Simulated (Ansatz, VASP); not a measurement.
Os3Cl: VASP beside Ansatz

File INCAR:

```
PREC = Accurate
ENCUT = 520
EDIFF = 1E-6
ISMEAR = 0
SIGMA = 0.1
LREAL = False
LASPH = True
NELM = 150
ALGO = Normal
ISIF = 2
LWAVE = False
LCHARG = False
ISPIN = 2
MAGMOM = 1 1 1 0
LORBIT = 11
LMAXMIX = 4
GGA = PE
NBANDS = 28
```

File KPOINTS:

```
regular mesh
0
Gamma
  4 4 4
```

File POSCAR:

```
Os3Cl
1.0
    4.0071596853      0.0000000000      0.0000000000
    0.0000000000      4.0071596853      0.0000000000
    0.0000000000      0.0000000000      4.0071596853
Os Cl
3 1
Direct
    0.0000000000      0.5000000000      0.5000000000
    0.5000000000      0.0000000000      0.5000000000
    0.5000000000      0.5000000000      0.0000000000
    0.0000000000      0.0000000000      0.0000000000
```

Input for Ansatz:

```yaml
crystal:
  lattice:
    - [4.0071596853, 0.0, 0.0]
    - [0.0, 4.0071596853, 0.0]
    - [0.0, 0.0, 4.0071596853]
  atoms:
    - { symbol: Os, position: [0.0, 0.5, 0.5], spin: 1.0 }
    - { symbol: Os, position: [0.5, 0.0, 0.5], spin: 1.0 }
    - { symbol: Os, position: [0.5, 0.5, 0.0], spin: 1.0 }
    - { symbol: Cl, position: [0.0, 0.0, 0.0] }
basis:
  ecutwfc: 420
kpoints:
  mp_grid: { grid: [4, 4, 4] }
hamiltonian:
  xc: pbe
scf:
  occupations: { method: gaussian, width: 0.1 }
  lower_state_search: "off"
output:
  forces: true
  stress: true
  eigenvalues: true
  populations: true
magnetization:
  spin_polarized: true
```

Alike in both runs: task single point; functional PBE; k mesh 4 × 4 × 4; occupations gaussian, width 0.1 eV; collinear spin.

|  | VASP | Ansatz |
| --- | --- | --- |
| version | VASP 6.6.1 | Ansatz 0.2.0 |
| potentials or method | VASP PAW PBE potentials, release 64 (Os, Cl), cutoff 520 eV | scalar-relativistic, plane waves, PAW |
| valence electrons in the cell | 31 | 55 |

```tsv
	VASP	Ansatz	Ansatz less VASP
gap on the k mesh at the Fermi level (eV)	none	none	-
pressure (GPa)	-14.5	-14.6	-0.19
net moment per atom (μB)	0.09	0.08	-0.018
size of the moment on the site where the two differ most (μB)	0.11	0.08	-0.029
```

Site moments also hang on the region over which each program counts them. A gap of «none» marks a metal or a gap that the smearing closes. VASP's potentials hold 31 valence electrons a cell and Ansatz's 55, so a difference there can come from the potentials and not from the codes.

The k mesh is coarse, so the values compare programs but aren't converged. Spin-orbit coupling is off throughout.
